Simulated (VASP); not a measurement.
# Ir (P6_3/mmc) in VASP: a series of runs

The runs below take Ir through single point, with PBEsol.

Program: VASP 6.6.1. These are calculated values, not measurements. Logs are shortened: lines on timing, memory, paths and dates and some standing lists are left out, and cuts for length are marked.

## 1. The cell of the first run

It takes space group P6_3/mmc (No. 194, hexagonal). Conventional cell: a = 2.772 Å, b = 2.772 Å, c = 4.495 Å, α = 90.00°, β = 90.00°, γ = 120.00°. Ir (site symmetry -6m2) has 12 Ir at 2.76 to 2.77 Å within 3.6 Å.

## 2. Single point, PBEsol

File INCAR:

```
ALGO     = Fast           # electronic algorithm
EDIFF    = 1E-7           # SCF threshold, eV
ENCUT    = 520            # plane-wave cutoff, eV
GGA      = PS             # functional
ISIF     = 2              # what is computed and relaxed
ISMEAR   = 0              # smearing method
LASPH    = True           # aspherical terms in the spheres
LCHARG   = True           # write CHGCAR
LELF     = True           # ELF
LREAL    = False          # projectors in reciprocal space
LVHAR    = True         
LWAVE    = False          # write WAVECAR
NBANDS   = 16             # bands
NELM     = 80             # most SCF steps
PREC     = Accurate       # precision mode
SIGMA    = 0.15           # smearing width, eV
```

File KPOINTS:

```
k-points
0
Gamma
  21 21 12
```

File POSCAR:

```
Ir
1.0
    2.7721480674      0.0000000000      0.0000000000
   -1.3860740337      2.4007506494      0.0000000000
    0.0000000000      0.0000000000      4.4945060960
Ir
2
Direct
    0.6666666667      0.3333333333      0.7500000000
    0.3333333333      0.6666666667      0.2500000000
```

Potentials or basis: VASP PAW PBE potentials, release 64 (Ir).

On the command line:

```
$ cat potpaw_PBE.64/Ir/POTCAR > POTCAR
$ mpirun -np 1 vasp_std > vasp.out
```

OUTCAR:

```text
EDIFF = 1E-7
   ENCUT = 520
   GGA = PS
   ISIF = 2
   ISMEAR = 0
   LASPH = True
   LREAL = False
   NELM = 80
   PREC = Accurate

 ion  position               nearest neighbor table
   1  0.667  0.333  0.750-   2 2.76   2 2.76   2 2.76   2 2.76   2 2.76   2 2.76
   2  0.333  0.667  0.250-   1 2.76   1 2.76   1 2.76   1 2.76   1 2.76   1 2.76

  LATTYP: Found a hexagonal cell.
 ALAT       =     2.7721480674
 C/A-ratio  =     1.6213080928

  Lattice vectors:

 A1 = (   2.7721480674,   0.0000000000,   0.0000000000)
 A2 = (  -1.3860740337,   2.4007506494,   0.0000000000)
 A3 = (   0.0000000000,   0.0000000000,   4.4945060960)

Analysis of symmetry for initial positions (statically):
=====================================================================
 Subroutine PRICEL returns:
 Original cell was already a primitive cell.

 Routine SETGRP: Setting up the symmetry group for a
 hexagonal supercell.

 Subroutine GETGRP returns: Found 24 space group operations
 (whereof 12 operations were pure point group operations)
 out of a pool of 24 trial point group operations.

The static configuration has the point symmetry D_3d.
 The point group associated with its full space group is D_6h.

Analysis of symmetry for dynamics (positions and initial velocities):
=====================================================================
 Subroutine PRICEL returns:
 Original cell was already a primitive cell.

 Routine SETGRP: Setting up the symmetry group for a
 hexagonal supercell.

 Subroutine GETGRP returns: Found 24 space group operations
 (whereof 12 operations were pure point group operations)
 out of a pool of 24 trial point group operations.

The dynamic configuration has the point symmetry D_3d.
 The point group associated with its full space group is D_6h.

 Subroutine INISYM returns: Found 24 space group operations
 (whereof 12 operations are pure point group operations),
 and found     1 'primitive' translations

----------------------------------------------------------------------------------------

                                     Primitive cell

  volume of cell :      29.9120

  direct lattice vectors                    reciprocal lattice vectors
     2.772148067  0.000000000  0.000000000     0.360731092  0.208268193  0.000000000
    -1.386074034  2.400750649  0.000000000     0.000000000  0.416536386  0.000000000
     0.000000000  0.000000000  4.494506096     0.000000000  0.000000000  0.222493858

  length of vectors
     2.772148067  2.772148067  4.494506096     0.416536386  0.416536386  0.222493858

  position of ions in fractional coordinates (direct lattice)
     0.666666667  0.333333333  0.750000000
     0.333333333  0.666666667  0.250000000

  ion indices of the primitive-cell ions
   primitive index   ion index
                 1           1
                 2           2

----------------------------------------------------------------------------------------

 KPOINTS: k-points

Automatic generation of k-mesh.
 Grid dimensions read from file:
 generate k-points for:   21   21   12

 Generating k-lattice:

  Cartesian coordinates                     Fractional coordinates (reciprocal lattice)
     0.017177671  0.009917533  0.000000000     0.047619048  0.000000000  0.000000000
     0.000000000  0.019835066  0.000000000     0.000000000  0.047619048  0.000000000
     0.000000000  0.000000000  0.018541155     0.000000000  0.000000000  0.083333333

  Length of vectors
     0.019835066  0.019835066  0.018541155

  Shift w.r.t. Gamma in fractional coordinates (k-lattice)
     0.000000000  0.000000000  0.000000000

 Subroutine IBZKPT returns following result:
 ===========================================

 Found    336 irreducible k-points:

 Following reciprocal coordinates:
            Coordinates               Weight
  0.000000  0.000000  0.000000      1.000000
  0.047619 -0.000000  0.000000      6.000000
  0.095238 -0.000000  0.000000      6.000000
  0.142857  0.000000  0.000000      6.000000
  0.190476 -0.000000  0.000000      6.000000
  0.238095 -0.000000  0.000000      6.000000
[... 16 lines left out ...]
  0.142857  0.095238  0.000000     12.000000
  0.190476  0.095238  0.000000     12.000000
 [... further k-points ...]
   k-points           NKPTS =    336   k-points in BZ     NKDIM =    336   number of bands    NBANDS=     16
   number of dos      NEDOS =    301   number of ions     NIONS =      2
   total plane-waves  NPLWV =  20736
   dimension x,y,z NGX =    24 NGY =   24 NGZ =   36
   dimension x,y,z NGXF=    48 NGYF=   48 NGZF=   72
   ions per type =               2
   NGX,Y,Z   is equivalent  to a cutoff of  14.39, 14.39, 13.32 a.u.
   NGXF,Y,Z  is equivalent  to a cutoff of  28.79, 28.79, 26.63 a.u.
 SYSTEM =  unknown system
   PREC   = accura    normal or accurate (medium, high low for compatibility)
   ISTART =      0    job   : 0-new  1-cont  2-samecut
   ICHARG =      2    charge: 1-file 2-atom 10-const
   ISPIN  =      1    spin polarized calculation?
   LNONCOLLINEAR =      F non collinear calculations
   LSORBIT =      F    spin-orbit coupling
   LASPH  =      T    aspherical Exc in radial PAW
   ENCUT  =  520.0 eV  38.22 Ry    6.18 a.u.   5.15  5.15  8.36*2*pi/ulx,y,z
   NELM   =     80;   NELMIN=  2; NELMDL= -5     # of ELM steps
   EDIFF  = 0.1E-06   stopping-criterion for ELM
   LREAL  =      F    real-space projection
   EDIFFG = 0.1E-05   stopping-criterion for IOM
   NSW    =      0    number of steps for IOM
   IBRION =     -1    ionic relax: 0-MD 1-quasi-New 2-CG
   NFREE  =      0    steps in history (QN), initial steepest desc. (CG)
   ISIF   =      2    stress and relaxation
   ISYM   =      2    0-nonsym 1-usesym 2-fastsym
   POTIM  = 0.5000    time-step for ionic-motion
   TEBEG  =    0.0;   TEEND  =   0.0 temperature during run
   PSTRESS=    0.0 pullay stress
   NELECT =      18.0000    total number of electrons
   NUPDOWN=      -1.0000    fix difference up-down
   EMIN   =  10.00;   EMAX   =-10.00  energy-range for DOS
   EFERMI =   0.00;   METHOD = LEGACY
   ISMEAR =     0;   SIGMA  =   0.15  broadening in eV -4-tet -1-fermi 0-gaus
   EFERMI_NEDOS =   21; number of points for ismear=-14 and -15
   IALGO  =     68    algorithm
   IMIX   =      4    mixing-type and parameters
     AMIX     =   0.40;   BMIX     =  1.00
     AMIX_MAG =   1.60;   BMIX_MAG =  1.00
  volume/ion in A,a.u.               =      14.96       100.93
  Fermi-wavevector in a.u.,A,eV,Ry     =   1.382135  2.611857 25.991177  1.910298
  Thomas-Fermi vector in A             =   2.506855
   LORBIT       =      0    0 simple, 1 ext, 2 COOP (PROOUT), +10 PAW based schemes
   GGA     = PS    functional components
   LHFCALC =     F    Hartree Fock is set to
   AEXX    =    0.0000 exact exchange contribution
   IVDW    =     0    specifies the selected vdW correction
   LEPSILON=     F    determine dielectric tensor
   LRPA    =     F    only Hartree local field effects (RPA)
 non-spin polarized calculation
 RMM-DIIS sequential band-by-band and
 Gauss-broadening in eV      SIGMA  =   0.15
  energy-cutoff  :      520.00
  volume of cell :       29.91
 maximum number of plane-waves:       827
 NGX is ok and might be reduce to    24
   NGX = 11   NGY = 11   NGZ = 17

 number of electron      17.9999999 magnetization

 Free energy of the ion-electron system (eV)
  ---------------------------------------------------
  ext. energy  EPLUGINS =         0.00000000
  ---------------------------------------------------
  free energy    TOTEN  =       -19.39949170 eV

  energy without entropy =      -19.37174382  energy(sigma->0) =      -19.38561776

 E-fermi :   9.4213     XC(G=0): -13.7764

 val. band max:        9.4146350920   @ k =   0.3810   0.1905   0.2500
 cond. band min:       9.4262726584   @ k =   0.2857   0.0476   0.4167
 fundamental gap:      0.0116375664
 Fermi energy:         9.4212946496

 k-point     1 :       0.0000    0.0000    0.0000
  band No.  band energies     occupation
      1      -1.2931      2.00000
      2       1.7624      2.00000
      3       5.7721      2.00000
      4       5.8711      2.00000
      5       5.8711      2.00000
      6       6.4758      2.00000
[... 8 lines left out ...]
     15      25.8311      0.00000
     16      26.7830      0.00000

 k-point     2 :       0.0476   -0.0000    0.0000
  band No.  band energies     occupation
      1      -1.2088      2.00000
      2       1.8379      2.00000
      3       5.5968      2.00000
      4       5.9407      2.00000
      5       6.0291      2.00000
      6       6.4295      2.00000
[... 8 lines left out ...]
     15      25.9426      0.00000
     16      26.9095      0.00000

 k-point     3 :       0.0952   -0.0000    0.0000
  band No.  band energies     occupation
      1      -0.9603      2.00000
      2       2.0546      2.00000
      3       5.3468      2.00000
      4       6.1471      2.00000
      5       6.2014      2.00000
      6       6.3457      2.00000
[... 8 lines left out ...]
     15      26.2514      0.00000
     16      27.1674      0.00000

 k-point     4 :       0.1429    0.0000    0.0000
  band No.  band energies     occupation
      1      -0.5620      2.00000
      2       2.3769      2.00000
      3       5.0810      2.00000
      4       6.0710      2.00000
      5       6.1056      2.00000
      6       6.4836      2.00000
[... 8 lines left out ...]
     15      26.6156      0.00000
     16      26.8819      0.00000
[... 324 lines left out ...]
 k-point    22 :       0.0952    0.0952    0.0000
  band No.  band energies     occupation
      1      -0.3287      2.00000
      2       2.5670      2.00000
      3       4.9107      2.00000
      4       5.8511      2.00000
      5       6.0337      2.00000
      6       6.4827      2.00000
[... 8 lines left out ...]
     15      25.8089      0.00000
     16      26.9545      0.00000

 k-point    23 :       0.1429    0.0952    0.0000
  band No.  band energies     occupation
      1       0.1845      2.00000
      2       2.9212      2.00000
      3       4.6634      2.00000
      4       5.2397      2.00000
      5       5.8757      2.00000
      6       6.2192      2.00000
[... 8 lines left out ...]
     15      24.6429      0.00000
     16      26.5004      0.00000

 k-point    24 :       0.1905    0.0952    0.0000
  band No.  band energies     occupation
      1       0.7819      2.00000
      2       3.1851      2.00000
      3       4.5395      2.00000
      4       4.6587      2.00000
      5       5.7739      2.00000
      6       5.9941      2.00000
[... 8 lines left out ...]
     15      23.6961      0.00000
     16      25.6620      0.00000

 [... further k-points ...]
[... 5 lines left out ...]
  --------------------------------------------------------------------------------------
  -------------------------------------------------------------------------------------
  Total       -3.4508688     -3.4508688     -3.4719424      0.0000000     -0.0000000      0.0000000
  in kB     -184.8389854   -184.8389854   -185.9677501      0.0000000     -0.0000000      0.0000000
  external PRESSURE =    -185.2152403 kB  Pullay stress =       0.0000000 kB

 VOLUME and BASIS-vectors are now :
 -----------------------------------------------------------------------------
  energy-cutoff  :      520.00
  volume of cell :       29.91
      direct lattice vectors                 reciprocal lattice vectors
     2.772148067  0.000000000  0.000000000     0.360731092  0.208268193  0.000000000
    -1.386074034  2.400750649  0.000000000     0.000000000  0.416536386  0.000000000
     0.000000000  0.000000000  4.494506096     0.000000000  0.000000000  0.222493858

 POSITION                                       TOTAL-FORCE (eV/Angst)
 -----------------------------------------------------------------------------------
      1.38607      0.80025      3.37088         0.000000     -0.000000      0.000000
     -0.00000      1.60050      1.12363        -0.000000      0.000000      0.000000
 -----------------------------------------------------------------------------------
    total drift:                               -0.000000      0.000000     -0.000000

  FREE ENERGIE OF THE ION-ELECTRON SYSTEM (eV)
  ---------------------------------------------------
  free  energy   TOTEN  =       -19.3994916961 eV

  energy  without entropy=      -19.3717438220  energy(sigma->0) =      -19.38561776
```

Run time: 6.3 min. Hardware: 1 thread of AMD EPYC 7R13 (Zen 3), shared host; peak memory 0.23 GiB.

What came out:

```yaml
Free_energy: -19.3995 eV
Pressure: -18.5 GPa
Band_gap_on_the_k_mesh: zero (band 9 reaches 10.30 eV, above the bottom of band 10 at 7.23 eV)
```

Caveat: the PAW data sets were made with another functional, which shifts forces and pressure a little; spin-orbit coupling is left out, which moves the levels of the heavy elements.

## 3. Single point, PBEsol

This run uses another cell than the first one, of 15.80 Å³/atom, 1.057 times its volume.

File INCAR:

```
PREC = Accurate
ENCUT = 520
EDIFF = 1E-6
ISMEAR = 0
SIGMA = 0.15
LREAL = F
LASPH = T
NELM = 80
ALGO = Fast
ISIF = 2
LWAVE = F
LCHARG = F
GGA = PS
NBANDS = 16
```

File KPOINTS:

```
Automatic mesh
0
Gamma
  21 21 12
```

File POSCAR:

```
Ir
1.0
    2.8235216222      0.0000000000      0.0000000000
   -1.4117608111      2.4452414529      0.0000000000
    0.0000000000      0.0000000000      4.5777984561
Ir
2
Direct
    0.6666666667      0.3333333333      0.7500000000
    0.3333333333      0.6666666667      0.2500000000
```

Potentials or basis: VASP PAW PBE potentials, release 64 (Ir).

On the command line:

```
$ cat potpaw_PBE.64/Ir/POTCAR > POTCAR
$ mpirun -np 1 vasp_std > vasp.out
```

Wall time 6 min (1 thread of AMD EPYC 7R13 (Zen 3), shared host); peak memory 0.24 GiB.

The run converged. Its results:

```yaml
Free_energy: -19.1286 eV
Pressure: -32.0 GPa
Band_gap_on_the_k_mesh: zero (band 9 reaches 9.31 eV, above the bottom of band 10 at 6.53 eV)
```

Stress tensor (GPa, compression positive):
```
-31.81   0.00   0.00
  0.00 -31.81   0.00
  0.00   0.00 -32.32
```

Levels at points of the mesh, in eV from the Fermi level:
```csv
k point,band 6,band 7,band 8,band 9,band 10,band 11,band 12,band 13
"(0.00, 0.00, 0.00)",-2.70,-2.70,-2.02,-2.02,-0.56,0.23,0.23,6.07
"(0.00, 0.00, 0.50)",-3.36,-3.36,-3.36,-0.42,-0.42,-0.42,-0.42,13.27
```

Caveat: the PAW data sets were made with another functional, which shifts forces and pressure a little; spin-orbit coupling is left out, which moves the levels of the heavy elements.
